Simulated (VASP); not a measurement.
# MgB (Pm-3m) in VASP: further runs

Aim: see how the results for MgB move with the level of theory and the settings. Levels: PBEsol-based global hybrid, PBE. Tasks: single point.

Program: VASP 6.6.1. These are calculated values, not measurements. Logs are shortened: lines on timing, memory, paths and dates and some standing lists are left out, and cuts for length are marked.

### 1 The cell of the first run

Symmetry: Pm-3m, No. 221, cubic system. The conventional cell has a = 2.872 Å, b = 2.872 Å, c = 2.872 Å, α = 90.00°, β = 90.00°, γ = 90.00°. Within 3.3 Å of Mg (site symmetry m-3m) lie 8 B at 2.49 Å and 6 Mg at 2.87 Å. B (site symmetry m-3m) has 8 Mg at 2.49 Å and 6 B at 2.87 Å within 3.3 Å.

### 2 Single point, PBEsol-based global hybrid

Contents of POSCAR:

```
MgB
1.0
    2.8721795075      0.0000000000      0.0000000000
    0.0000000000      2.8721795075      0.0000000000
    0.0000000000      0.0000000000      2.8721795075
Mg B
1 1
Direct
    0.0000000000      0.0000000000      0.0000000000
    0.5000000000      0.5000000000      0.5000000000
```

Contents of INCAR.step1:

```
PREC     = Accurate       # precision mode
ENCUT    = 520            # plane-wave cutoff, eV
EDIFF    = 1E-5           # SCF threshold, eV
ISMEAR   = -1             # smearing method
SIGMA    = 0.05           # smearing width, eV
LREAL    = F              # projectors in reciprocal space
LASPH    = T              # aspherical terms in the spheres
NELM     = 80             # most SCF steps
ALGO     = Normal         # electronic algorithm
ISIF     = 2              # what is computed and relaxed
LWAVE    = T              # write WAVECAR
LCHARG   = F              # write CHGCAR
NBANDS   = 10             # bands
GGA      = PE             # functional
```

Contents of INCAR.step2:

```
PREC     = Accurate       # precision mode
ENCUT    = 520            # plane-wave cutoff, eV
EDIFF    = 1E-6           # SCF threshold, eV
ISMEAR   = -1             # smearing method
SIGMA    = 0.05           # smearing width, eV
LREAL    = F              # projectors in reciprocal space
LASPH    = T              # aspherical terms in the spheres
NELM     = 80             # most SCF steps
ALGO     = Normal         # electronic algorithm
ISIF     = 2              # what is computed and relaxed
LWAVE    = F              # write WAVECAR
LCHARG   = F              # write CHGCAR
GGA      = PS             # functional
LHFCALC  = T              # exact exchange
AEXX     = 0.25           # exact-exchange fraction
PRECFOCK = Normal       
NBANDS   = 10             # bands
ISTART   = 1
```

Contents of KPOINTS:

```
regular mesh
0
Gamma
  5 5 5
```

Potentials or basis: VASP PAW PBE potentials, release 64 (Mg, B).

Launch:

```bash
$ cat potpaw_PBE.64/Mg/POTCAR potpaw_PBE.64/B/POTCAR > POTCAR
$ cp INCAR.step1 INCAR
$ mpirun -np 1 vasp_std > vasp.out
$ cp INCAR.step2 INCAR
$ mpirun -np 1 vasp_std > vasp.out
```

OUTCAR:

```text
PREC = Accurate
   ENCUT = 520
   EDIFF = 1E-6
   ISMEAR = -1
   LREAL = F
   LASPH = T
   NELM = 80
   ISIF = 2
   GGA = PS
   LHFCALC = T
   AEXX = 0.25
   PRECFOCK = Normal
   ISTART = 1

 ion  position               nearest neighbor table
   1  0.000  0.000  0.000-   2 2.49   2 2.49   2 2.49   2 2.49   2 2.49   2 2.49   2 2.49   2 2.49

   2  0.500  0.500  0.500-   1 2.49   1 2.49   1 2.49   1 2.49   1 2.49   1 2.49   1 2.49   1 2.49

  LATTYP: Found a simple cubic cell.
 ALAT       =     2.8721795075

  Lattice vectors:

 A1 = (   2.8721795075,   0.0000000000,   0.0000000000)
 A2 = (   0.0000000000,   2.8721795075,   0.0000000000)
 A3 = (   0.0000000000,   0.0000000000,   2.8721795075)

Analysis of symmetry for initial positions (statically):
=====================================================================
 Subroutine PRICEL returns:
 Original cell was already a primitive cell.

 Routine SETGRP: Setting up the symmetry group for a
 simple cubic supercell.

 Subroutine GETGRP returns: Found 48 space group operations
 (whereof 48 operations were pure point group operations)
 out of a pool of 48 trial point group operations.

The static configuration has the point symmetry O_h .

Analysis of symmetry for dynamics (positions and initial velocities):
=====================================================================
 Subroutine PRICEL returns:
 Original cell was already a primitive cell.

 Routine SETGRP: Setting up the symmetry group for a
 simple cubic supercell.

 Subroutine GETGRP returns: Found 48 space group operations
 (whereof 48 operations were pure point group operations)
 out of a pool of 48 trial point group operations.

The dynamic configuration has the point symmetry O_h .

 Subroutine INISYM returns: Found 48 space group operations
 (whereof 48 operations are pure point group operations),
 and found     1 'primitive' translations

----------------------------------------------------------------------------------------

                                     Primitive cell

  volume of cell :      23.6938

  direct lattice vectors                    reciprocal lattice vectors
     2.872179507  0.000000000  0.000000000     0.348167654  0.000000000  0.000000000
     0.000000000  2.872179507  0.000000000     0.000000000  0.348167654  0.000000000
     0.000000000  0.000000000  2.872179507     0.000000000  0.000000000  0.348167654

  length of vectors
[... 80 lines left out ...]
   EMIN   =  10.00;   EMAX   =-10.00  energy-range for DOS
   EFERMI =   0.00;   METHOD = LEGACY
   ISMEAR =    -1;   SIGMA  =   0.05  broadening in eV -4-tet -1-fermi 0-gaus
   EFERMI_NEDOS =   21; number of points for ismear=-14 and -15
   IALGO  =     38    algorithm
   IMIX   =      1    mixing-type and parameters
     AMIX     =   0.40;   BMIX     =  1.00
     AMIX_MAG =   1.60;   BMIX_MAG =  1.00
  volume/ion in A,a.u.               =      11.85        79.95
  Fermi-wavevector in a.u.,A,eV,Ry     =   0.974660  1.841841 12.925026  0.949963
  Thomas-Fermi vector in A             =   2.105138
   LORBIT       =      0    0 simple, 1 ext, 2 COOP (PROOUT), +10 PAW based schemes
   GGA     = PS    functional components
   LHFCALC =     T    Hartree Fock is set to
   PRECFOCK=normal    Normal, Fast or Accurate (Low or Medium for compatibility)
   ENCUT4O =  -1.0   cutoff for four orbital integrals eV
   NKREDX  =     1    reduce k-point grid by
   NKREDY  =     1    reduce k-point grid by
   NKREDZ  =     1    reduce k-point grid by
   AEXX    =    0.2500 exact exchange contribution
   HFSCREEN=    0.0000 screening length (either q_TF or 0.3 A-1)
   HFSCREENC=   0.0000 screening length for correlation (either q_TF or 0.3 A-1)
   ENCUTFOCK=  -1.0 apply spherical cutoff to Coloumb kernel
   IVDW    =     0    specifies the selected vdW correction
   LEPSILON=     F    determine dielectric tensor
   LRPA    =     F    only Hartree local field effects (RPA)
 non-spin polarized calculation
  energy-cutoff  :      520.00
  volume of cell :       23.69
 maximum number of plane-waves:       655
 NGX is ok and might be reduce to    24
  NGX = 18; NGY = 18; NGZ = 18

 number of electron       5.0000000 magnetization

 Free energy of the ion-electron system (eV)
  ---------------------------------------------------
  ext. energy  EPLUGINS =         0.00000000
  ---------------------------------------------------
  free energy    TOTEN  =        -7.78511222 eV

  energy without entropy =       -7.77931713  energy(sigma->0) =       -7.78221468

 E-fermi :   4.9150     XC(G=0):  -8.2832

 val. band max:        4.2059780554   @ k =   0.4000   0.4000   0.4000
 cond. band min:       4.9593189578   @ k =   0.2000   0.2000   0.0000
 fundamental gap:      0.7533409024
 Fermi energy:         4.9149540694

 k-point     1 :       0.0000    0.0000    0.0000
  band No.  band energies     occupation
      1      -8.2865      2.00000
      2       8.1007      0.00000
      3       8.1007      0.00000
      4       8.1007      0.00000
      5      12.5855      0.00000
      6      12.5855      0.00000
      7      15.3066      0.00000
      8      24.9348      0.00000
      9      24.9348      0.00000
     10      24.9348      0.00000
[... 105 lines left out ...]
 k-point    10 :       0.4000    0.4000    0.4000
  band No.  band energies     occupation
      1      -0.5983      2.00000
      2       2.6888      2.00000
      3       2.6888      2.00000
      4       4.2060      2.00000
      5      10.5290      0.00000
      6      10.5290      0.00000
      7      10.6579      0.00000
      8      18.2013      0.00000
      9      27.0725      0.00000
     10      27.4255      0.00000

------------------------ aborting loop because EDIFF is reached ----------------------------------------

  FORCE on cell =-STRESS in cart. coord.  units (eV):
  Direction    XX          YY          ZZ          XY          YZ          ZX
  --------------------------------------------------------------------------------------
  -------------------------------------------------------------------------------------
  Total       -0.0169516     -0.0169516     -0.0169516     -0.0000000     -0.0000000     -0.0000000
  in kB       -1.1462658     -1.1462658     -1.1462658     -0.0000000     -0.0000000     -0.0000000
  external PRESSURE =      -1.1462658 kB  Pullay stress =       0.0000000 kB

 VOLUME and BASIS-vectors are now :
 -----------------------------------------------------------------------------
  energy-cutoff  :      520.00
  volume of cell :       23.69
      direct lattice vectors                 reciprocal lattice vectors
     2.872179507  0.000000000  0.000000000     0.348167654  0.000000000  0.000000000
     0.000000000  2.872179507  0.000000000     0.000000000  0.348167654  0.000000000
     0.000000000  0.000000000  2.872179507     0.000000000  0.000000000  0.348167654

 POSITION                                       TOTAL-FORCE (eV/Angst)
 -----------------------------------------------------------------------------------
      0.00000      0.00000      0.00000         0.000000      0.000000      0.000000
      1.43609      1.43609      1.43609         0.000000      0.000000      0.000000
 -----------------------------------------------------------------------------------
    total drift:                               -0.000000      0.000000      0.000000

  FREE ENERGIE OF THE ION-ELECTRON SYSTEM (eV)
  ---------------------------------------------------
  free  energy   TOTEN  =        -7.7851122223 eV

  energy  without entropy=       -7.7793171296  energy(sigma->0) =       -7.78221468
```

OUTCAR.step1:

```text
PREC = Accurate
   ENCUT = 520
   EDIFF = 1E-5
   ISMEAR = -1
   LREAL = F
[... 336 lines left out ...]
      0.00000      0.00000      0.00000         0.000000      0.000000      0.000000
      1.43609      1.43609      1.43609         0.000000      0.000000      0.000000
 -----------------------------------------------------------------------------------
    total drift:                                0.000000     -0.000000     -0.000000

  FREE ENERGIE OF THE ION-ELECTRON SYSTEM (eV)
  ---------------------------------------------------
  free  energy   TOTEN  =        -6.5310473666 eV

  energy  without entropy=       -6.5210934500  energy(sigma->0) =       -6.52607041
```

Wall time 49 s (1 thread of Intel Xeon Platinum 8559C (Emerald Rapids), shared host); peak memory 0.14 GiB.

Results:

```
Free energy : -7.7851 eV
Pressure    : -0.1 GPa
```

Caveat: the k points lie up to 0.44 Å⁻¹ apart; the PAW data sets were made with another functional, which shifts forces and pressure a little.

### 3 Single point, PBE

This run uses another cell than the first one, of 12.13 Å³/atom, 1.024 times its volume.

Contents of INCAR:

```
SYSTEM = MgB
PREC = Accurate
ENCUT = 520
EDIFF = 1E-6
ISMEAR = -1
SIGMA = 0.05
LREAL = .False.
LASPH = .True.
NELM = 60
ALGO = Normal
ISIF = 2
LWAVE = .False.
LCHARG = .True.
GGA = PE
LELF = .True.
LVHAR = .True.
NBANDS = 10
```

Contents of KPOINTS:

```
Automatic mesh
0
Gamma
  5 5 5
  0 0 0
```

Contents of POSCAR:

```
MgB
1.0
    2.8951500000      0.0000000000      0.0000000000
    0.0000000000      2.8951500000      0.0000000000
    0.0000000000      0.0000000000      2.8951500000
Mg B
1 1
Direct
    0.0000000000      0.0000000000      0.0000000000
    0.5000000000      0.5000000000      0.5000000000
```

Potentials or basis: VASP PAW PBE potentials, release 64 (Mg, B).

Launch:

```bash
$ cat potpaw_PBE.64/Mg/POTCAR potpaw_PBE.64/B/POTCAR > POTCAR
$ mpirun -np 1 vasp_std > vasp.out
```

It took 3.4 s on 1 thread of Intel Xeon 8259CL, shared host; peak memory 0.13 GiB.

It converged, with:

```yaml
Free_energy: -6.5366 eV
Pressure: 0.5 GPa
```

Levels at points of the mesh, in eV from the Fermi level:
```csv
k point,band 1,band 2,band 3,band 4,band 5
"(0.00, 0.00, 0.00)",-10.76,2.51,2.51,2.51,7.02
```

Caveat: the k points lie up to 0.43 Å⁻¹ apart.
